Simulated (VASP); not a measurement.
Sb2Se3: single point with PBE

Sb2Se3:

```
Sb Se
1.0
     6.70274    0.00000    0.00000
     0.00000    7.60725    0.00000
     0.00000    0.00000    7.90709
Sb Se
4 6
Direct
  0.46828 0.00000 0.67551
  0.03172 0.00000 0.67551
  0.53172 0.00000 0.32449
  0.96828 0.00000 0.32449
  0.00000 0.33657 0.50000
  0.50000 0.66343 0.50000
  0.00000 0.66343 0.50000
  0.50000 0.33657 0.50000
  0.25000 0.50000 0.24864
  0.75000 0.50000 0.75136
```

The cell was built from a structure type or drawn by symmetry, and may not be a known phase.

* Program: VASP 6.6.1
* Task: single point
* Functional: PBE
* Potentials or basis: VASP PAW PBE potentials, release 64 (Sb, Se)
* Cutoff: 500 eV
* k mesh: 2 × 2 × 2
* Occupations: gaussian, width 0.15 eV
* Spin: no spin polarisation
* Dipole correction: no
* Further INCAR settings: ALGO = Normal; EDIFF = 1e-06; NBANDS = 39

The pressure is 0.2 GPa. The largest force is 0.046 eV/Å and the band gap on the k mesh is zero (bands 28 and 29 overlap by 0.40 eV).

Forces on the atoms (eV/Å):
```
Sb   0.040  0.000 -0.023
Sb  -0.040  0.000 -0.023
Sb  -0.040  0.000  0.023
Sb   0.040  0.000  0.023
Se   0.000  0.005  0.000
Se   0.000 -0.005  0.000
Se   0.000 -0.005  0.000
Se   0.000  0.005  0.000
Se   0.000  0.000  0.006
Se   0.000  0.000 -0.006
```

Stress tensor (GPa, compression positive):
```
 0.60  0.00  0.00
 0.00  0.00  0.00
 0.00  0.00 -0.04
```

Levels at points of the mesh, in eV from the Fermi level:
```
           k point  band 25  band 26  band 27  band 28  band 29  band 30  band 31  band 32
(0.00, 0.00, 0.00)    -1.08    -1.02    -0.85    -0.83     0.24     0.53     1.09     1.26
(0.50, 0.00, 0.00)    -1.53    -1.53    -0.39    -0.39    -0.07    -0.07     0.88     0.88
(0.00, 0.50, 0.00)    -1.00    -0.99    -0.47     0.34     0.39     0.56     0.77     1.28
(0.50, 0.50, 0.00)    -0.67    -0.67    -0.10    -0.10     0.44     0.44     0.91     0.91
(0.00, 0.00, 0.50)    -1.03    -0.85    -0.72    -0.64     0.24     0.53     0.79     0.90
(0.50, 0.00, 0.50)    -1.47    -1.47    -0.57    -0.57    -0.01    -0.01     0.90     0.90
(0.00, 0.50, 0.50)    -0.92    -0.78    -0.67     0.29     0.33     0.49     0.55     1.19
(0.50, 0.50, 0.50)    -0.82    -0.82    -0.12    -0.12     0.32     0.32     1.11     1.11
```

Run time: 76 s on 1 thread of Intel(R) Xeon(R) 6975P-C (Granite Rapids), on a shared host, peak memory 0.45 GiB.

Caveat: the k points lie up to 0.47 Å⁻¹ apart; spin-orbit coupling is left out, which moves the levels of the heavy elements; this functional lacks dispersion, which binds the layers, so the pressure and a relaxed spacing across them are unreliable.
